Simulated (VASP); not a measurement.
# ZrSi7 (Cm) in VASP: notebook

Runs on ZrSi7. Level: PBE. Tasks: relaxation of cell and atoms, single point.

Everything below comes from runs of VASP 6.6.1. Logs are shortened: lines on timing, memory, paths and dates and some standing lists are left out, and cuts for length are marked.

## 1. The cell of the first run

It takes space group Cm (No. 8, monoclinic). Conventional cell: a = 7.202 Å, b = 7.189 Å, c = 5.388 Å, α = 90.00°, β = 107.12°, γ = 90.00°. Within 3.6 Å of Zr (site symmetry m) lie 13 Si at 2.72 to 3.14 Å. Si (site symmetry 1) has 6 Si at 2.36 to 2.89 Å and 2 Zr at 2.72 to 2.98 Å within 3.1 Å. Si (site symmetry 1) has 7 Si at 2.42 to 2.95 Å and 2 Zr at 2.90 to 3.14 Å within 3.2 Å. Si (site symmetry 1) has 6 Si at 2.42 to 2.85 Å and 2 Zr at 2.82 to 2.85 Å within 3.2 Å. Si (site symmetry m) has 12 Si at 2.46 to 3.36 Å and 1 Zr at 2.78 Å within 3.4 Å.

## 2. Relaxation of cell and atoms, PBE

INCAR reads:

```
SYSTEM = ZrSi7
ALGO = Normal ; EDIFF = 1E-7
EDIFFG = -0.01 ; ENCUT = 600
GGA = PE ; IBRION = 2
ISIF = 3 ; ISMEAR = 0
LASPH = .True. ; LCHARG = .False.
LREAL = .False. ; LWAVE = .False.
NELM = 60 ; NSW = 100
PREC = Accurate ; SIGMA = 0.1
```

KPOINTS reads:

```
k-points
0
Gamma
  6 6 6
  0 0 0
```

POSCAR reads:

```
ZrSi7
1.0
    3.6010030625     -3.5945265355      0.0000000000
    3.6010030625      3.5945265355      0.0000000000
   -1.5858182348      0.0000000000      5.1495818263
Zr Si
1 7
Direct
    0.7147765595      0.7147765595      0.7080930030
    0.5470711880      0.2194075198      0.8595787981
    0.8964386590      0.5153940497      0.1794235804
    0.1786466944      0.8380823937      0.5274081392
    0.2194075198      0.5470711880      0.8595787981
    0.5153940497      0.8964386590      0.1794235804
    0.8380823937      0.1786466944      0.5274081392
    0.0537570467      0.0537570467      0.1220906548
```

Potentials or basis: VASP PAW PBE potentials, release 64 (Zr_sv, Si).

Launch:

```
$ cat potpaw_PBE.64/Zr_sv/POTCAR potpaw_PBE.64/Si/POTCAR > POTCAR
$ mpirun -np 1 vasp_std > vasp.out
```

OUTCAR:

```text
SYSTEM = ZrSi7
   EDIFF = 1E-7
   EDIFFG = -0.01
   ENCUT = 600
   GGA = PE
   IBRION = 2
   ISIF = 3
   ISMEAR = 0
   LASPH = .True.
   LREAL = .False.
   NELM = 60
   NSW = 100
   PREC = Accurate

 ion  position               nearest neighbor table
   1  0.715  0.715  0.708-   5 2.72   2 2.72   8 2.78   7 2.82   4 2.82   7 2.85   4 2.85   3 2.90
                             6 2.90   5 2.98   2 2.98   3 3.14   6 3.14
   2  0.547  0.219  0.860-   5 2.36   3 2.46   7 2.53   6 2.64   1 2.72   4 2.77   8 2.89   1 2.98

   3  0.896  0.515  0.179-   4 2.42   8 2.46   2 2.46   5 2.64   6 2.74   7 2.85   1 2.90   8 2.95
                             1 3.14
   4  0.179  0.838  0.527-   3 2.42   7 2.45   5 2.53   8 2.61   2 2.77   1 2.82   6 2.85   1 2.85
[... 7 lines left out ...]
   8  0.054  0.054  0.122-   3 2.46   6 2.46   4 2.61   7 2.61   1 2.78   5 2.89   2 2.89   3 2.95
                             6 2.95

  LATTYP: Found a base centered monoclinic cell.
 ALAT       =     7.2020061250
 B/A-ratio  =     0.9982014658
 C/A-ratio  =     0.7481566902
 COS(beta)  =    -0.2943115847

  Lattice vectors:

 A1 = (   3.6010030625,  -3.5945265355,   0.0000000000)
 A2 = (   3.6010030625,   3.5945265355,   0.0000000000)
 A3 = (  -1.5858182348,   0.0000000000,   5.1495818263)

Analysis of symmetry for initial positions (statically):
=====================================================================
 Subroutine PRICEL returns:
 Original cell was already a primitive cell.

 Routine SETGRP: Setting up the symmetry group for a
 base centered monoclinic supercell.

 Subroutine GETGRP returns: Found  2 space group operations
 (whereof  2 operations were pure point group operations)
 out of a pool of  4 trial point group operations.

The static configuration has the point symmetry C_1h.

Analysis of symmetry for dynamics (positions and initial velocities):
=====================================================================
 Subroutine PRICEL returns:
 Original cell was already a primitive cell.

 Routine SETGRP: Setting up the symmetry group for a
 base centered monoclinic supercell.

 Subroutine GETGRP returns: Found  2 space group operations
 (whereof  2 operations were pure point group operations)
 out of a pool of  4 trial point group operations.

The dynamic configuration has the point symmetry C_1h.

 Subroutine INISYM returns: Found  2 space group operations
 (whereof  2 operations are pure point group operations),
 and found     1 'primitive' translations

[... 126 lines left out ...]
     AMIX_MAG =   1.60;   BMIX_MAG =  1.00
  volume/ion in A,a.u.               =      16.66       112.45
  Fermi-wavevector in a.u.,A,eV,Ry     =   1.095988  2.071117 16.343177  1.201190
  Thomas-Fermi vector in A             =   2.232322
   LORBIT       =      0    0 simple, 1 ext, 2 COOP (PROOUT), +10 PAW based schemes
   GGA     = PE    functional components
   LHFCALC =     F    Hartree Fock is set to
   AEXX    =    0.0000 exact exchange contribution
   IVDW    =     0    specifies the selected vdW correction
   LEPSILON=     F    determine dielectric tensor
   LRPA    =     F    only Hartree local field effects (RPA)
 conjugate gradient relaxation of ions
 non-spin polarized calculation
 Gauss-broadening in eV      SIGMA  =   0.10
  energy-cutoff  :      600.00
  volume of cell :      133.31
 maximum number of plane-waves:      4466
 NGX is ok and might be reduce to    42
   NGX = 21   NGY = 21   NGZ = 21

--------------------------------------- Ionic step        1  -------------------------------------------

 number of electron      39.9999999 magnetization

 Free energy of the ion-electron system (eV)
  ---------------------------------------------------
  ext. energy  EPLUGINS =         0.00000000
  ---------------------------------------------------
  free energy    TOTEN  =       -46.10912222 eV

  energy without entropy =      -46.09627417  energy(sigma->0) =      -46.10269820

------------------------ aborting loop because EDIFF is reached ----------------------------------------

  FORCE on cell =-STRESS in cart. coord.  units (eV):
  Direction    XX          YY          ZZ          XY          YZ          ZX
  --------------------------------------------------------------------------------------
  -------------------------------------------------------------------------------------
  Total        0.1078522     -0.0860170     -0.0206267      0.0000000      0.0000000     -0.0400551
  in kB        1.2962017     -1.0337785     -0.2478986      0.0000000      0.0000000     -0.4813951
  external PRESSURE =       0.0048415 kB  Pullay stress =       0.0000000 kB
[... 107 lines left out ...]
  FREE ENERGIE OF THE ION-ELECTRON SYSTEM (eV)
  ---------------------------------------------------
  free  energy   TOTEN  =       -46.1093077785 eV

  energy  without entropy=      -46.0964827139  energy(sigma->0) =      -46.10289525

[... ionic steps 4 to 14 ...]

--------------------------------------- Ionic step       15  -------------------------------------------

 number of electron      39.9999999 magnetization

------------------------ aborting loop because EDIFF is reached ----------------------------------------
[... 79 lines left out ...]
--------------------------------------- Ionic step       17  -------------------------------------------

 number of electron      39.9999999 magnetization

 Free energy of the ion-electron system (eV)
  ---------------------------------------------------
  ext. energy  EPLUGINS =         0.00000000
  ---------------------------------------------------
  free energy    TOTEN  =       -46.10988322 eV

  energy without entropy =      -46.09763383  energy(sigma->0) =      -46.10375853

 E-fermi :   8.7824     XC(G=0): -10.7186

 val. band max:        8.7753804391   @ k =  -0.1667   0.3333   0.1667
 cond. band min:       8.7852724278   @ k =   0.0000   0.0000   0.1667
 fundamental gap:      0.0098919887
 Fermi energy:         8.7824203036

 k-point     1 :       0.0000    0.0000    0.0000
  band No.  band energies     occupation
      1     -39.9177      2.00000
      2     -18.0769      2.00000
      3     -18.0522      2.00000
      4     -18.0352      2.00000
      5      -4.2742      2.00000
      6       0.1304      2.00000
[... 661 lines left out ...]
     24      10.7830      0.00000
     25      11.0235      0.00000

 [... further k-points ...]
[... 5 lines left out ...]
  --------------------------------------------------------------------------------------
  -------------------------------------------------------------------------------------
  Total       -0.0203893     -0.0077956     -0.0059758      0.0000000      0.0000000     -0.0096824
  in kB       -0.2445519     -0.0935016     -0.0716739      0.0000000      0.0000000     -0.1161319
  external PRESSURE =      -0.1365758 kB  Pullay stress =       0.0000000 kB
[... 23 lines left out ...]
  FREE ENERGIE OF THE ION-ELECTRON SYSTEM (eV)
  ---------------------------------------------------
  free  energy   TOTEN  =       -46.1098832236 eV

  energy  without entropy=      -46.0976338287  energy(sigma->0) =      -46.10375853

 reached required accuracy - stopping structural energy minimisation
```

CONTCAR:

```text
ZrSi7
   1.00000000000000
     3.6056618189485228   -3.5956100393712558   -0.0044546130266727
     3.6056618189485228    3.5956100393712558   -0.0044546130266727
    -1.5942277405640004    0.0000000000000000    5.1537244729430363
  Zr              Si
     1     7
Direct
     0.7143907687713914    0.7143907687713914    0.7087944000558857
     0.5469019436722234    0.2193864234746107    0.8596556735293203
     0.8996665894715369    0.5154386413328925    0.1767204415313215
     0.1771436143042000    0.8374675280364451    0.5284674517675414
     0.2193864234746107    0.5469019436722234    0.8596556735293203
     0.5154386413328925    0.8996665894715369    0.1767204415313215
     0.8374675280364451    0.1771436143042000    0.5284674517675414
     0.0531786017366966    0.0531786017366966    0.1245231594877462

  0.00000000E+00  0.00000000E+00  0.00000000E+00
  0.00000000E+00  0.00000000E+00  0.00000000E+00
  0.00000000E+00  0.00000000E+00  0.00000000E+00
  0.00000000E+00  0.00000000E+00  0.00000000E+00
  0.00000000E+00  0.00000000E+00  0.00000000E+00
  0.00000000E+00  0.00000000E+00  0.00000000E+00
  0.00000000E+00  0.00000000E+00  0.00000000E+00
  0.00000000E+00  0.00000000E+00  0.00000000E+00
```

Run time: 24 min. Hardware: 1 thread of AMD EPYC 9R45 (Zen 5), shared host; peak memory 0.44 GiB.

Results:

```yaml
Free_energy: -46.1099 eV
Relaxed_volume: 16.70 Å³/atom
Relaxed_cell: a = 5.092 Å, b = 5.092 Å, c = 5.395 Å, α = 102.13°, β = 102.13°, γ = 89.84°
Space_group_after_relaxing_to_0.1_Å: Cm (No. 8)
Energy_gained_by_relaxing: 0.1 meV/atom
Ionic_steps: 17
Pressure_after_relaxing: 0.0 GPa
Largest_force_after_relaxing: 0.008 eV/Å
Band_gap_on_the_k_mesh: zero (bands 20 and 21 overlap by 0.73 eV)
```

Forces on the atoms (eV/Å):
```
Zr  -0.004  0.000  0.000
Si   0.000  0.000 -0.003
Si   0.001 -0.004  0.003
Si  -0.003  0.004  0.002
Si   0.000  0.000 -0.003
Si   0.001  0.004  0.003
Si  -0.003 -0.004  0.002
Si   0.007  0.000 -0.003
```

The path:
| step | energy change (eV) | largest force (eV/Å) | pressure (GPa) | volume (Å³) |
| --- | --- | --- | --- | --- |
| 1 | 0.0000 | 0.0291 | 0.00 | 133.31 |
| 2 | -0.0002 | 0.0177 | 0.03 | 133.31 |
| 3 | -0.0002 | 0.0159 | 0.04 | 133.31 |
| 4 | -0.0003 | 0.0142 | -0.02 | 133.40 |
| 5 | -0.0003 | 0.0156 | -0.08 | 133.49 |
| 6 | -0.0003 | 0.0152 | -0.06 | 133.46 |
| 7 | -0.0003 | 0.0139 | -0.03 | 133.43 |
| 8 | -0.0004 | 0.0133 | 0.01 | 133.40 |
| 9 | -0.0004 | 0.0212 | 0.10 | 133.33 |
| 10 | -0.0004 | 0.0136 | 0.05 | 133.38 |
| 11 | -0.0005 | 0.0135 | 0.03 | 133.42 |
| 12 | -0.0005 | 0.0139 | -0.01 | 133.51 |
| 13 | -0.0006 | 0.0106 | -0.01 | 133.52 |
| 14 | -0.0006 | 0.0159 | -0.01 | 133.55 |
| 15 | -0.0007 | 0.0131 | 0.00 | 133.55 |
| 16 | -0.0007 | 0.0133 | 0.01 | 133.55 |
| 17 | -0.0008 | 0.0076 | -0.01 | 133.58 |

Final structure:
```
CELL_PARAMETERS angstrom
3.60566 -3.59561 -0.00445
3.60566 3.59561 -0.00445
-1.59423 0.00000 5.15372
ATOMIC_POSITIONS crystal
Zr 0.71439 0.71439 0.70879
Si 0.54690 0.21939 0.85966
Si 0.89967 0.51544 0.17672
Si 0.17714 0.83747 0.52847
Si 0.21939 0.54690 0.85966
Si 0.51544 0.89967 0.17672
Si 0.83747 0.17714 0.52847
Si 0.05318 0.05318 0.12452
```

## 3. Single point, PBE

INCAR reads:

```
PREC = Accurate
ENCUT = 520
EDIFF = 1E-7
ISMEAR = 0
SIGMA = 0.1
LREAL = F
LASPH = T
NELM = 100
ALGO = Normal
ISIF = 2
LWAVE = F
LCHARG = F
GGA = PE
NBANDS = 30
```

KPOINTS reads:

```
regular mesh
0
Gamma
  6 6 6
```

POSCAR reads:

```
ZrSi7
1.0
    3.6069404654     -3.5933043367     -0.0026716113
    3.6069404654      3.5933043367     -0.0026716113
   -1.5922534759      0.0000000000      5.1506933239
Zr Si
1 7
Direct
    0.7147898735      0.7147898735      0.7081116788
    0.5472770725      0.2196146269      0.8594710676
    0.8973934206      0.5155281829      0.1782725783
    0.1777957666      0.8377547890      0.5279135480
    0.2196146269      0.5472770725      0.8594710676
    0.5155281829      0.8973934206      0.1782725783
    0.8377547890      0.1777957666      0.5279135480
    0.0534203789      0.0534203789      0.1235786266
```

Potentials or basis: VASP PAW PBE potentials, release 64 (Zr_sv, Si).

Launch:

```
$ cat potpaw_PBE.64/Zr_sv/POTCAR potpaw_PBE.64/Si/POTCAR > POTCAR
$ mpirun -np 1 vasp_std > vasp.out
```

Run time: 4.9 min. Hardware: 1 thread of Intel Xeon Platinum 8488C (Sapphire Rapids), shared host; peak memory 0.37 GiB.

It converged, with:

- Free energy: -46.1090 eV
- Pressure: 0.0 GPa
- Largest force: 0.013 eV/Å
- Band gap on the k mesh: zero (bands 20 and 21 overlap by 0.77 eV)

Forces on the atoms (eV/Å):
```
Zr  -0.004  0.000  0.005
Si  -0.004  0.003  0.003
Si   0.006 -0.010 -0.003
Si  -0.001  0.002 -0.003
Si  -0.004 -0.003  0.003
Si   0.006  0.010 -0.003
Si  -0.001 -0.002 -0.003
Si   0.003  0.000  0.001
```

Levels at points of the mesh, in eV from the Fermi level:
| k point | band 16 | band 17 | band 18 | band 19 | band 20 | band 21 | band 22 | band 23 | band 24 | band 25 |
| --- | --- | --- | --- | --- | --- | --- | --- | --- | --- | --- |
| (0.00, 0.00, 0.00) | -2.54 | -2.11 | -1.71 | -1.03 | -0.91 | -0.31 | -0.05 | 1.04 | 2.41 | 2.52 |
| (0.50, 0.00, 0.00) | -3.04 | -2.21 | -1.67 | -1.38 | -0.28 | 1.11 | 1.52 | 1.73 | 2.50 | 2.78 |
| (0.50, 0.50, 0.00) | -2.24 | -1.76 | -0.53 | -0.29 | -0.21 | 0.16 | 0.89 | 1.59 | 1.91 | 2.04 |
| (0.00, 0.00, 0.50) | -2.54 | -1.70 | -1.19 | -0.98 | -0.93 | -0.09 | 0.40 | 1.19 | 1.65 | 2.05 |
| (0.50, 0.00, 0.50) | -2.05 | -1.93 | -1.29 | -1.01 | -0.45 | 0.67 | 0.99 | 1.60 | 1.66 | 2.07 |
| (0.50, 0.50, 0.50) | -1.45 | -0.79 | -0.73 | -0.34 | -0.13 | 0.07 | 1.40 | 1.42 | 1.66 | 2.10 |
